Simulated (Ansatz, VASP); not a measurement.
LiH3: VASP beside Ansatz

The input INCAR:

```
SYSTEM = LiH3
  ALGO = Normal
  EDIFF = 1E-6
  EDIFFG = -0.01
  ENCUT = 600
  GGA = PE
  IBRION = 2
  ISIF = 3
  ISMEAR = 0
  LASPH = .True.
  LCHARG = .False.
  LREAL = .False.
  LWAVE = .False.
  NELM = 60
  NSW = 100
  PREC = Accurate
  SIGMA = 0.02
```

Contents of KPOINTS:

```
k-points
0
Gamma
  6 6 4
  0 0 0
```

POSCAR

```
LiH3
1.0
    5.5118543838      0.0000000000      0.0000000000
   -2.7559271919      4.7734059184      0.0000000000
    0.0000000000      0.0000000000      5.4311893812
Li H
1 3
Direct
    0.0000000000      0.0000000000      0.5000000000
    0.0000000000      0.0000000000      0.8141067875
    0.0000000000      0.0000000000      0.1858932125
    0.0000000000      0.0000000000      0.0000000000
```

Input for Ansatz:

```yaml
crystal:
  lattice:
    - [5.5118543838, 0.0, 0.0]
    - [-2.7559271919, 4.7734059184, 0.0]
    - [0.0, 0.0, 5.4311893812]
  atoms:
    - { symbol: Li, position: [0.0, 0.0, 0.5] }
    - { symbol: H, position: [0.0, 0.0, 0.8141067875] }
    - { symbol: H, position: [0.0, 0.0, 0.1858932125] }
    - { symbol: H, position: [0.0, 0.0, 0.0] }
basis:
  ecutwfc: 420
kpoints:
  mp_grid: { grid: [6, 6, 4] }
hamiltonian:
  xc: pbe
scf:
  occupations: { method: gaussian, width: 0.02 }
output:
  forces: true
  stress: true
  eigenvalues: true
relax:
  adjacent_minimum: "off"
  f_tol: 0.01
  max_steps: 80
  cell: { stress_tol: 0.05 }
```

Alike in both runs: task relaxation of cell and atoms; functional PBE; k mesh 6 × 6 × 4; occupations gaussian, width 0.02 eV; no spin polarisation.

|  | VASP | Ansatz |
| --- | --- | --- |
| version | VASP 6.6.1 | Ansatz 0.2.0 |
| potentials or method | VASP PAW PBE potentials, release 64 (Li_sv, H), cutoff 600 eV | scalar-relativistic, plane waves, PAW |
| valence electrons in the cell | 6 | 6 |

|  | VASP | Ansatz | Ansatz less VASP |
| --- | --- | --- | --- |
| gap on the k mesh at the Fermi level, each at its own relaxed structure (eV) | 3.06 | 3.07 | +0.003 |
| relaxed volume (Å³/atom) | 35.71 | 35.72 | +0.012 |
| relaxed cell length with the largest relative difference (Å) | 5.429 | 5.431 | +0.0025 |

Noted on VASP's run: the cutoff is short for stress, so the pressure is rough.
